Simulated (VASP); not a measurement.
Here is a VASP 6.6.1 calculation.

INCAR

```
SYSTEM = Ga
ALGO     = Normal         ! electronic algorithm
EDIFF    = 1E-6           ! SCF threshold, eV
ENCUT    = 500            ! plane-wave cutoff, eV
GGA      = PE             ! functional
GGA_COMPAT= .FALSE.      
ISIF     = 2              ! what is computed and relaxed
ISMEAR   = -1             ! smearing method
ISYM     = 0            
LASPH    = .TRUE.         ! aspherical terms in the spheres
LCHARG   = .FALSE.        ! write CHGCAR
LREAL    = .FALSE.        ! projectors in reciprocal space
LWAVE    = .FALSE.        ! write WAVECAR
NBANDS   = 12             ! bands
NELM     = 120            ! most SCF steps
PREC     = Accurate       ! precision mode
SIGMA    = 0.05           ! smearing width, eV
```

File KPOINTS:

```
k-points
0
G
  14 14 16
  0 0 0
```

POSCAR

```
Ga
1.0
   -1.4224758030      1.4224758030      2.2583323111
    1.4224758030     -1.4224758030      2.2583323111
    1.4224758030      1.4224758030     -2.2583323111
Ga
1
Direct
    0.0000000000      0.0000000000      0.0000000000
```

Potentials or basis: VASP PAW PBE potentials, release 64 (Ga_d).

The run is started by

```console
$ cat potpaw_PBE.64/Ga_d/POTCAR > POTCAR
$ mpirun -np 1 vasp_std > vasp.out
```

(1) What does it give for the pressure?

(2) What does it give for the band gap on the k mesh?

Answers

(1) 1.8 GPa.

(2) zero (an odd number of electrons rules out a gap without spin polarisation).
